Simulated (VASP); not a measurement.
Write the native input for VASP 6.6.1 that does the following.

```
Task                   : single point
Functional             : BLYP
Dispersion             : D3(BJ)
Potentials or basis    : VASP PAW PBE potentials, release 64 (Te, Nb_sv)
Cutoff                 : 520 eV
k mesh                 : 8 × 8 × 7
Occupations            : fermi-dirac, width 0.05 eV
Spin                   : no spin polarisation
Dipole correction      : no
Further INCAR settings : ALGO = Normal; EDIFF = 1e-07; NBANDS = 16
```

The structure of NbTe lies in POSCAR:

```
NbTe
1.0
    3.6287895869      0.0000000000      0.0000000000
   -1.8143947934      3.1426239672      0.0000000000
    0.0000000000      0.0000000000      3.6864857912
Te Nb
1 1
Direct
    0.6666666667      0.3333333333      0.0000000000
    0.0000000000      0.0000000000      0.5000000000
```

One way to write it, as run:

INCAR

```
PREC     = Accurate       # precision mode
ENCUT    = 520            # plane-wave cutoff, eV
EDIFF    = 1E-7           # SCF threshold, eV
ISMEAR   = -1             # smearing method
SIGMA    = 0.05           # smearing width, eV
LREAL    = False          # projectors in reciprocal space
LASPH    = True           # aspherical terms in the spheres
NELM     = 80             # most SCF steps
ALGO     = Normal         # electronic algorithm
ISIF     = 2              # what is computed and relaxed
LWAVE    = False          # write WAVECAR
LCHARG   = True           # write CHGCAR
GGA      = B5             # functional
ALDAX    = 1.0          
AGGAX    = 1.0          
AGGAC    = 1.0          
ALDAC    = 0.0          
IVDW     = 12             # dispersion correction
VDW_S6   = 1.0          
VDW_S8   = 2.6996       
VDW_A1   = 0.4298       
VDW_A2   = 4.2359       
LELF     = True           # ELF
LVHAR    = True         
NBANDS   = 16             # bands
```

KPOINTS

```
regular mesh
0
Gamma
  8 8 7
```

Potentials or basis: VASP PAW PBE potentials, release 64 (Te, Nb_sv).

The run is started by

```sh
$ cat potpaw_PBE.64/Te/POTCAR potpaw_PBE.64/Nb_sv/POTCAR > POTCAR
$ mpirun -np 1 vasp_std > vasp.out
```

It gave:

The pressure is 0.2 GPa and the band gap on the k mesh is zero (an odd number of electrons rules out a gap without spin polarisation). The dispersion energy per atom is -1.567 eV.

Caveat: the PAW data sets were made with another functional, which shifts forces and pressure a little; spin-orbit coupling is left out, which moves the levels of the heavy elements.

It took 29 s on 1 thread of Intel(R) Xeon(R) Platinum 8488C (Sapphire Rapids) (shared host), peak memory 0.18 GiB.
